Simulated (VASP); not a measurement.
Input of a VASP 6.6.1 run:

File INCAR:

```
  PREC = Accurate
  ENCUT = 520
  EDIFF = 1E-7
  ISMEAR = -1
  SIGMA = 0.05
  LREAL = False
  LASPH = True
  NELM = 60
  ALGO = Fast
  ISIF = 2
  LWAVE = False
  LCHARG = True
  LELF = True
  LVHAR = True
  NBANDS = 12
```

KPOINTS

```
Automatic mesh
0
Gamma
  11 11 11
```

POSCAR

```
Ag
1.0
    0.0000000000      2.0151418859      2.0151418859
    2.0151418859      0.0000000000      2.0151418859
    2.0151418859      2.0151418859      0.0000000000
Ag
1
Direct
    0.0000000000      0.0000000000      0.0000000000
```

Potentials or basis: VASP PAW LDA potentials, release 64 (Ag).

Launch:

```sh
$ cat potpaw_LDA.64/Ag/POTCAR > POTCAR
$ mpirun -np 1 vasp_std > vasp.out
```

(1) Estimate the pressure.

Results:

(1) -3.0 GPa.
